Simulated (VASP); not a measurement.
A run of VASP 6.6.1:

The input INCAR:

```
ALGO = Normal ; EDIFF = 1E-6
ENCUT = 400 ; GGA = PE
GGA_COMPAT = F ; ISIF = 2
ISMEAR = 0 ; LASPH = T
LCHARG = T ; LELF = T
LREAL = F ; LVHAR = T
LWAVE = F ; NBANDS = 60
NELM = 120 ; PREC = Accurate
SIGMA = 0.1
```

The input KPOINTS:

```
k-points
0
Gamma
  3 2 2
```

The input POSCAR:

```
Te3P
1.0
    0.0000000000      0.0000000000      5.8386940000
    5.9254040000     -5.9254040000      2.9193470000
    5.9254040000      5.9254040000     -2.9193470000
Te P
12 4
Direct
    0.3564175887     -0.0028912796      0.1800233368
    0.6370148395      0.1889834853      0.0043975904
    0.1749622795      0.0008503218      0.8145693526
    0.8224055839      0.8161696654     -0.0013150158
    0.5723167784      0.0001035372      0.6004831907
    0.4351105937      0.5965232075     -0.0027989653
    0.9704578541     -0.0034617049      0.4053158232
    0.0359425258      0.4028056146     -0.0020245033
    0.4986995845      0.3536536918      0.3559193601
    0.1541869479      0.3542317958      0.6521119066
    0.4974533985      0.6436838737      0.6392051917
    0.8501798559      0.6476707749      0.3542092657
   -0.0017626529      0.2925738059      0.2830844952
    0.7059917883      0.2905358858      0.7126782410
    0.0053605382      0.7153636275      0.7126409440
    0.2692032323      0.7084353236      0.2911986254
```

Potentials or basis: VASP PAW PBE potentials, release 64 (Te, P).

Run with:

```sh
$ cat potpaw_PBE.64/Te/POTCAR potpaw_PBE.64/P/POTCAR > POTCAR
$ mpirun -np 1 vasp_std > vasp.out
```

Hardware: 1 thread of Intel(R) Xeon(R) 6975P-C (Granite Rapids) (shared host).

Q: Estimate the wall time of this run.

A: Wall time 110 s on 1 thread of Intel(R) Xeon(R) 6975P-C (Granite Rapids), with other jobs on the host, peak memory 0.4 GiB. Counts: scf iterations 16, k points 8.
